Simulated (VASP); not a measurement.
The system is GdN.

```
CELL_PARAMETERS angstrom
0.00000 2.72933 2.72933
2.72933 0.00000 2.72933
2.72933 2.72933 0.00000
ATOMIC_POSITIONS crystal
Gd 0.00000 0.00000 0.00000
N 0.25000 0.25000 0.25000
```

Base run:

| Quantity | Value |
| --- | --- |
| Program | VASP 6.6.1 |
| Functional | LDA |
| Potentials or basis | VASP PAW PBE potentials, release 64 (Gd, N) |
| Cutoff | 600 eV |
| k mesh | 6 × 6 × 6 |
| Occupations | gaussian, width 0.05 eV |
| Spin | collinear spin, ferromagnetic start |
| Starting moments | [7.0, 0.0] μB |
| Hubbard terms | Gd f U = 8.0 eV |

Its results: pressure -10.5 GPa; site moments Gd +6.89; N -0.08 μB.

Q: The run is repeated on the same cell with these changes: moments at the start from [7.0, 0.0] to [7.67, 0.22]; fixed moment from none to 7.7 μB. What comes out?

A: Pressure -9.3 GPa; site moments Gd +7.01; N +0.15 μB.

Caveats: the PAW data sets were made with another functional, which shifts forces and pressure a little; a cell with one magnetic atom can't hold antiferromagnetic order, which such compounds often take; the total moment is fixed, so each spin has its own Fermi level (some runs).
